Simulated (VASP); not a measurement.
**ZrPdSe3: single point with PBE**

Crystal: ZrPdSe3.

```xyz
5
Lattice="5.1791 0.0000 0.0000 0.0000 5.1791 0.0000 0.0000 0.0000 5.1791" Properties=species:S:1:pos:R:3 pbc="T T T"
Zr    0.0000    0.0000    0.0000
Pd    2.5895    2.5895    2.5895
Se    2.5895    0.0000    0.0000
Se    0.0000    2.5895    0.0000
Se    0.0000    0.0000    2.5895
```

| Property | Result |
| --- | --- |
| Program | VASP 6.6.1 |
| Task | single point |
| Functional | PBE |
| Potentials or basis | VASP PAW PBE potentials, release 64 (Zr_sv, Pd, Se) |
| Cutoff | 520 eV |
| k mesh | 8 × 8 × 8 |
| Occupations | gaussian, width 0.1 eV |
| Spin | collinear spin, ferromagnetic start |
| Starting moments | [0.0, 0.6, 0.26, 0.26, 0.26] μB |
| Dipole correction | no |
| Further INCAR settings | ALGO = Normal; EDIFF = 1e-06; NBANDS = 32 |

```yaml
Pressure: 0.0 GPa
Net_moment: 0.83 μB per cell
Site_moments: Zr -0.02; Pd +0.39; Se +0.11 μB
Valence_electrons_inside_the_program's_atomic_spheres: Zr 9.76; Pd 8.86; Se 3.82
```

Levels at points of the mesh, in eV from the Fermi level:
Spin up:
```csv
k point,band 19,band 20,band 21,band 22,band 23,band 24
"(0.00, 0.00, 0.00)",-0.26,-0.26,-0.26,0.79,0.79,0.79
"(0.50, 0.00, 0.00)",-0.18,-0.01,-0.01,0.75,2.71,2.92
"(0.50, 0.50, 0.00)",-0.46,-0.46,0.50,2.17,2.97,2.97
"(0.50, 0.50, 0.50)",0.36,0.36,0.36,0.98,3.25,3.25
```
Spin down:
| k point | band 16 | band 17 | band 18 | band 19 | band 20 | band 21 | band 22 | band 23 | band 24 | band 25 |
| --- | --- | --- | --- | --- | --- | --- | --- | --- | --- | --- |
| (0.00, 0.00, 0.00) | -0.65 | -0.64 | -0.64 | -0.15 | -0.15 | -0.15 | 0.79 | 0.79 | 0.79 | 0.95 |
| (0.50, 0.00, 0.00) | -0.76 | -0.58 | -0.53 | 0.06 | 0.20 | 0.20 | 0.73 | 2.72 | 2.95 | 2.95 |
| (0.50, 0.50, 0.00) | -0.62 | -0.52 | -0.51 | -0.22 | -0.22 | 0.69 | 2.21 | 3.01 | 3.01 | 3.30 |
| (0.50, 0.50, 0.50) | -0.56 | -0.50 | -0.50 | 0.54 | 0.54 | 0.54 | 1.04 | 3.25 | 3.25 | 3.25 |

Run time: 2.4 min on 1 thread of Intel(R) Xeon(R) 6975P-C (Granite Rapids), with other jobs on the host, peak memory 0.45 GiB.
